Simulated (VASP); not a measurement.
Au, 1 atom in the cell. The structure is cubic, space group Im-3m (No. 229). The conventional cell has a = 3.270 Å, b = 3.270 Å, c = 3.270 Å, α = 90.00°, β = 90.00°, γ = 90.00°. Au (site symmetry m-3m) has 14 Au at 2.83 to 3.27 Å within 3.7 Å. 

| Quantity | Value |
| --- | --- |
| Program | VASP 6.6.1 |
| Task | single point |
| Functional | HSE06 |
| Potentials or basis | VASP PAW PBE potentials, release 64 (Au) |
| Cutoff | 520 eV |
| k mesh | 6 × 6 × 6 |
| Occupations | fermi-dirac, width 0.05 eV |
| Spin | no spin polarisation |
| Dipole correction | no |
| Grid for exact exchange (PRECFOCK) | Normal |
| Further INCAR settings | ALGO = Normal; EDIFF = 1e-06; NBANDS = 12 |
| Screening parameter | 0.2079 1/Å |

Potentials or basis: VASP PAW PBE potentials, release 64 (Au).

Run with:

```bash
$ cat potpaw_PBE.64/Au/POTCAR > POTCAR
$ cp INCAR.step1 INCAR
$ mpirun -np 1 vasp_std > vasp.out
$ cp INCAR.step2 INCAR
$ mpirun -np 1 vasp_std > vasp.out
```

Hardware: 1 thread of Intel(R) Xeon(R) Platinum 8259CL CPU @ 2.50GHz (Skylake/Cascade Lake), on a shared host.

**Question.** How long does it take, and how much memory?

**Answer.** It took 7.4 min on 1 thread of Intel(R) Xeon(R) Platinum 8259CL CPU @ 2.50GHz (Skylake/Cascade Lake), on a shared host, peak memory 0.24 GiB. Counts: k points 16.
